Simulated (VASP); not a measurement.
# Si16C in VASP: single point with PBE

Aim: the single point of Si16C with PBE.

All numbers are computed with VASP 6.6.1; they aren't measurements. Logs are shortened: lines on timing, memory, paths and dates and some standing lists are left out, and cuts for length are marked.

### Step 1. The cell of the first run

The cell holds a slab with vacuum, 17 atoms: a = 7.702 Å, b = 6.365 Å, c = 19.753 Å, α = 90.00°, β = 90.00°, γ = 90.00°.

### Step 2. Single point, PBE, collinear spin

The input, INCAR:

```
  PREC = Accurate
  ENCUT = 520
  EDIFF = 1E-6
  ISMEAR = 0
  SIGMA = 0.05
  LREAL = Auto
  LASPH = True
  NELM = 150
  ALGO = Fast
  ISIF = 2
  LWAVE = False
  LCHARG = False
  ISPIN = 2
  MAGMOM = 0 0 0 0 0 0 0 0 0 0 0 0 0 0 0 0 2
  LORBIT = 11
  LDIPOL = True
  IDIPOL = 3
  DIPOL = 0.5 0.5 0.324
  GGA = PE
  NBANDS = 52
```

The input, KPOINTS:

```
regular mesh
0
Gamma
  4 4 1
```

The input, POSCAR:

```
Si16C
1.0
    7.7021643869      0.0000000000      0.0000000000
    0.0000000000      6.3646811531      0.0000000000
    0.0000000000      0.0000000000     19.7525434939
Si C
16 1
Direct
    0.0000000000      0.9370679262      0.2025055660
    0.5000000000      0.9370679262      0.2025055660
    0.0000000000      0.5629320738      0.2025055660
    0.5000000000      0.5629320738      0.2025055660
    0.2500000000      0.4370679262      0.2587875163
    0.7500000000      0.4370679262      0.2587875163
    0.2500000000      0.0629320738      0.2587875163
    0.7500000000      0.0629320738      0.2587875163
    0.2500000000      0.9333044689      0.3720589473
    0.7500000000      0.9333044689      0.3720589473
    0.2500000000      0.5666955311      0.3720589473
    0.7500000000      0.5666955311      0.3720589473
    0.0000000000      0.4259907553      0.4177964978
    0.5000000000      0.4259907553      0.4177964978
    0.0000000000      0.0740092447      0.4177964978
    0.5000000000      0.0740092447      0.4177964978
    0.0000000000      0.9259907553      0.4980172743
```

Potentials or basis: VASP PAW PBE potentials, release 64 (Si, C).

Launch:

```
> cat potpaw_PBE.64/Si/POTCAR potpaw_PBE.64/C/POTCAR > POTCAR
> mpirun -np 1 vasp_std > vasp.out
```

OUTCAR:

```text
PREC = Accurate
   ENCUT = 520
   EDIFF = 1E-6
   ISMEAR = 0
   LREAL = Auto
   LASPH = True
   NELM = 150
   ISIF = 2
   ISPIN = 2
   LORBIT = 11
   GGA = PE

 ion  position               nearest neighbor table
   1  0.000  0.937  0.203-   7 2.36   8 2.36   3 2.38
   2  0.500  0.937  0.203-   7 2.36   8 2.36   4 2.38
   3  0.000  0.563  0.203-   5 2.36   6 2.36   1 2.38
   4  0.500  0.563  0.203-   5 2.36   6 2.36   2 2.38
   5  0.250  0.437  0.259-   3 2.36   4 2.36   7 2.38  11 2.38
   6  0.750  0.437  0.259-   3 2.36   4 2.36   8 2.38  12 2.38
   7  0.250  0.063  0.259-   1 2.36   2 2.36   5 2.38   9 2.38
   8  0.750  0.063  0.259-   1 2.36   2 2.36   6 2.38  10 2.38
   9  0.250  0.933  0.372-  15 2.31  16 2.31  11 2.33   7 2.38
  10  0.750  0.933  0.372-  15 2.31  16 2.31  12 2.33   8 2.38
  11  0.250  0.567  0.372-  13 2.31  14 2.31   9 2.33   5 2.38
  12  0.750  0.567  0.372-  13 2.31  14 2.31  10 2.33   6 2.38
  13  0.000  0.426  0.418-  15 2.24  12 2.31  11 2.31
  14  0.500  0.426  0.418-  16 2.24  12 2.31  11 2.31
  15  0.000  0.074  0.418-  17 1.84  13 2.24   9 2.31  10 2.31
  16  0.500  0.074  0.418-  14 2.24  10 2.31   9 2.31
  17  0.000  0.926  0.498-  15 1.84

  LATTYP: Found a simple orthorhombic cell.
 ALAT       =     6.3646811531
 B/A-ratio  =     1.2101414355
 C/A-ratio  =     3.1034615904

  Lattice vectors:

 A1 = (   0.0000000000,  -6.3646811531,   0.0000000000)
 A2 = (   7.7021643869,   0.0000000000,   0.0000000000)
 A3 = (   0.0000000000,   0.0000000000,  19.7525434939)

Analysis of symmetry for initial positions (statically):
=====================================================================
 Subroutine PRICEL returns:
 Original cell was already a primitive cell.

 Routine SETGRP: Setting up the symmetry group for a
 simple orthorhombic supercell.

 Subroutine GETGRP returns: Found  2 space group operations
 (whereof  2 operations were pure point group operations)
 out of a pool of  8 trial point group operations.

The static configuration has the point symmetry C_1h.

Analysis of symmetry for dynamics (positions and initial velocities):
=====================================================================
 Subroutine PRICEL returns:
 Original cell was already a primitive cell.

 Routine SETGRP: Setting up the symmetry group for a
 simple orthorhombic supercell.

 Subroutine GETGRP returns: Found  2 space group operations
 (whereof  2 operations were pure point group operations)
 out of a pool of  8 trial point group operations.

The dynamic configuration has the point symmetry C_1h.

Analysis of structural, dynamic, and magnetic symmetry:
=====================================================================
 Subroutine PRICEL returns:
 Original cell was already a primitive cell.

 Routine SETGRP: Setting up the symmetry group for a
 simple orthorhombic supercell.

 Subroutine GETGRP returns: Found  2 space group operations
 (whereof  2 operations were pure point group operations)
 out of a pool of  8 trial point group operations.

The overall configuration has the point symmetry C_1h.

 Subroutine INISYM returns: Found  2 space group operations
 (whereof  2 operations are pure point group operations),
 and found     1 'primitive' translations

----------------------------------------------------------------------------------------

                                     Primitive cell

  volume of cell :     968.3056

  direct lattice vectors                    reciprocal lattice vectors
     7.702164387  0.000000000  0.000000000     0.129833635  0.000000000  0.000000000
     0.000000000  6.364681153  0.000000000     0.000000000  0.157117061  0.000000000
     0.000000000  0.000000000 19.752543494     0.000000000  0.000000000  0.050626391

  length of vectors
     7.702164387  6.364681153 19.752543494     0.129833635  0.157117061  0.050626391

  position of ions in fractional coordinates (direct lattice)
     0.000000000  0.937067926  0.202505566
     0.500000000  0.937067926  0.202505566
     0.000000000  0.562932074  0.202505566
[... 81 lines left out ...]
   PREC   = accura    normal or accurate (medium, high low for compatibility)
   ISTART =      0    job   : 0-new  1-cont  2-samecut
   ICHARG =      2    charge: 1-file 2-atom 10-const
   ISPIN  =      2    spin polarized calculation?
   LNONCOLLINEAR =      F non collinear calculations
   LSORBIT =      F    spin-orbit coupling
   LASPH  =      T    aspherical Exc in radial PAW
   ENCUT  =  520.0 eV  38.22 Ry    6.18 a.u.  14.32 11.83 36.73*2*pi/ulx,y,z
   NELM   =    150;   NELMIN=  2; NELMDL= -5     # of ELM steps
   EDIFF  = 0.1E-05   stopping-criterion for ELM
   LREAL  =      T    real-space projection
   EDIFFG = 0.1E-04   stopping-criterion for IOM
   NSW    =      0    number of steps for IOM
   IBRION =     -1    ionic relax: 0-MD 1-quasi-New 2-CG
   NFREE  =      0    steps in history (QN), initial steepest desc. (CG)
   ISIF   =      2    stress and relaxation
   ISYM   =      2    0-nonsym 1-usesym 2-fastsym
   POTIM  = 0.5000    time-step for ionic-motion
   TEBEG  =    0.0;   TEEND  =   0.0 temperature during run
   PSTRESS=    0.0 pullay stress
   NELECT =      68.0000    total number of electrons
   NUPDOWN=      -1.0000    fix difference up-down
   EMIN   =  10.00;   EMAX   =-10.00  energy-range for DOS
   EFERMI =   0.00;   METHOD = LEGACY
   ISMEAR =     0;   SIGMA  =   0.05  broadening in eV -4-tet -1-fermi 0-gaus
   EFERMI_NEDOS =   21; number of points for ismear=-14 and -15
   IALGO  =     68    algorithm
   IMIX   =      4    mixing-type and parameters
     AMIX     =   0.40;   BMIX     =  1.00
     AMIX_MAG =   1.60;   BMIX_MAG =  1.00
  volume/ion in A,a.u.               =      56.96       384.38
  Fermi-wavevector in a.u.,A,eV,Ry     =   0.675420  1.276358  6.206864  0.456192
  Thomas-Fermi vector in A             =   1.752430
   LORBIT       =     11    0 simple, 1 ext, 2 COOP (PROOUT), +10 PAW based schemes
   GGA     = PE    functional components
   LHFCALC =     F    Hartree Fock is set to
   AEXX    =    0.0000 exact exchange contribution
   IVDW    =     0    specifies the selected vdW correction
   LEPSILON=     F    determine dielectric tensor
   LRPA    =     F    only Hartree local field effects (RPA)
 spin polarized calculation
 RMM-DIIS sequential band-by-band and
 Gauss-broadening in eV      SIGMA  =   0.05
  energy-cutoff  :      520.00
  volume of cell :      968.31
 maximum number of plane-waves:     26115
 NGX is ok and might be reduce to    60
   NGX = 29   NGY = 23   NGZ = 73

 dipolmoment           0.000000      0.000000     -0.199732 electrons x Angstroem

 number of electron      67.9999999 magnetization       0.7386788

 dipolmoment           0.000000      0.000000      0.214897 electrons x Angstroem

 Free energy of the ion-electron system (eV)
  ---------------------------------------------------
  ext. energy  EPLUGINS =         0.00000000
  ---------------------------------------------------
  free energy    TOTEN  =       -82.98394630 eV

  energy without entropy =      -82.97731946  energy(sigma->0) =      -82.98063288

 E-fermi :  -1.4014     XC(G=0):  -4.0108

 val. band max:       -1.4509237195   @ k =   0.5000   0.2500   0.0000
 cond. band min:      -1.3776987292   @ k =   0.5000   0.0000   0.0000
 fundamental gap:      0.0732249903
 Fermi energy:        -1.4014382823

 spin component 1

 k-point     1 :       0.0000    0.0000    0.0000
  band No.  band energies     occupation
      1     -13.2506      1.00000
      2     -12.2322      1.00000
      3     -11.4065      1.00000
      4     -11.3274      1.00000
      5     -10.6140      1.00000
      6     -10.0037      1.00000
[... 430 lines left out ...]
     45       1.9239      0.00000
     46       2.0094      0.00000
 Fermi energy:        -1.4014382823

 spin component 2

 k-point     1 :       0.0000    0.0000    0.0000
  band No.  band energies     occupation
      1     -13.1339      1.00000
      2     -11.9433      1.00000
      3     -11.3278      1.00000
      4     -11.2199      1.00000
      5     -10.6317      1.00000
      6      -9.8588      1.00000
[... 430 lines left out ...]
     45       1.9124      0.00000
     46       2.0234      0.00000
 [bands above 46 left out]

------------------------ aborting loop because EDIFF is reached ----------------------------------------

 vacuum level on the upper side and lower side of the slab       (xc-potential included)         0.386        -0.387

  FORCE on cell =-STRESS in cart. coord.  units (eV):
  Direction    XX          YY          ZZ          XY          YZ          ZX
  --------------------------------------------------------------------------------------
  -------------------------------------------------------------------------------------
  Total        2.5684737     -0.2166205     -1.5361108      0.0000000     -0.2006312      0.0000000
  in kB        4.2498465     -0.3584245     -2.5416788      0.0000000     -0.3319683      0.0000000
  external PRESSURE =       0.4499144 kB  Pullay stress =       0.0000000 kB

 VOLUME and BASIS-vectors are now :
 -----------------------------------------------------------------------------
  energy-cutoff  :      520.00
  volume of cell :      968.31
      direct lattice vectors                 reciprocal lattice vectors
     7.702164387  0.000000000  0.000000000     0.129833635  0.000000000  0.000000000
     0.000000000  6.364681153  0.000000000     0.000000000  0.157117061  0.000000000
     0.000000000  0.000000000 19.752543494     0.000000000  0.000000000  0.050626391

 POSITION                                       TOTAL-FORCE (eV/Angst)
 -----------------------------------------------------------------------------------
      0.00000      5.96414      4.00000         0.000000     -0.758640      0.616594
      3.85108      5.96414      4.00000         0.000000     -0.435060      0.537462
      0.00000      3.58288      4.00000         0.000000      0.745187      0.598955
      3.85108      3.58288      4.00000         0.000000      0.424753      0.505753
      1.92554      2.78180      5.11171         0.024910     -0.012455     -0.601162
      5.77662      2.78180      5.11171        -0.024910     -0.012455     -0.601162
[... 9 lines left out ...]
      3.85108      0.47105      8.25254         0.000000      0.035747      0.032393
      0.00000      5.89364      9.83711         0.000000     -0.429252      0.031935
 -----------------------------------------------------------------------------------
    total drift:                               -0.000000      0.003861     -0.029479

  FREE ENERGIE OF THE ION-ELECTRON SYSTEM (eV)
  ---------------------------------------------------
  free  energy   TOTEN  =       -82.9839462993 eV

  energy  without entropy=      -82.9773194590  energy(sigma->0) =      -82.98063288

 vacuum level on the upper side and lower side of the slab         4.132         3.336

 total charge

# of ion       s       p       d       tot
------------------------------------------
    1        0.794   0.835   0.000   1.629
    2        0.797   0.832   0.000   1.629
    3        0.794   0.835   0.000   1.629
    4        0.799   0.831   0.000   1.630
    5        0.763   0.889   0.000   1.652
    6        0.763   0.889   0.000   1.652
[... 9 lines left out ...]
   16        0.782   0.898   0.000   1.680
   17        1.001   1.135   0.000   2.136
--------------------------------------------------
tot         13.413  15.400   0.000  28.813

 magnetization (x)

# of ion       s       p       d       tot
------------------------------------------
    1       -0.002   0.005   0.000   0.004
    2       -0.008  -0.073   0.000  -0.080
    3       -0.004  -0.023   0.000  -0.027
    4        0.011   0.057   0.000   0.068
    5       -0.001  -0.000   0.000  -0.001
    6       -0.001  -0.000   0.000  -0.001
[... 9 lines left out ...]
   16       -0.003  -0.020   0.000  -0.023
   17        0.023   0.445   0.000   0.468
--------------------------------------------------
tot          0.026   0.336   0.000   0.362
```

Wall time 50 min (1 thread of Oxide Virtual Turin-like, shared host); peak memory 1.5 GiB.

Results:

- Free energy: -82.9839 eV
- Largest force: 1.189 eV/Å
- Net moment: 0.74 μB per cell
- Site moments: Si +0.00, -0.08, -0.03, +0.07, -0.00, -0.02 (each value once); C +0.47 μB
- Valence electrons inside the program's atomic spheres: Si 1.63, 1.65, 1.69, 1.68, 1.77 (each value once); C 2.14

Forces on the atoms (eV/Å):
```
Si   0.000 -0.759  0.617
Si   0.000 -0.435  0.537
Si   0.000  0.745  0.599
Si   0.000  0.425  0.506
Si   0.025 -0.012 -0.601
Si  -0.025 -0.012 -0.601
Si   0.083  0.001 -0.573
Si  -0.083  0.001 -0.573
Si   0.292 -0.155 -0.353
Si  -0.292 -0.155 -0.353
Si  -0.113 -0.020 -0.020
Si   0.113 -0.020 -0.020
Si   0.000  1.187  0.066
Si   0.000 -0.004 -0.014
Si   0.000 -0.392  0.718
Si   0.000  0.036  0.032
C    0.000 -0.429  0.032
```
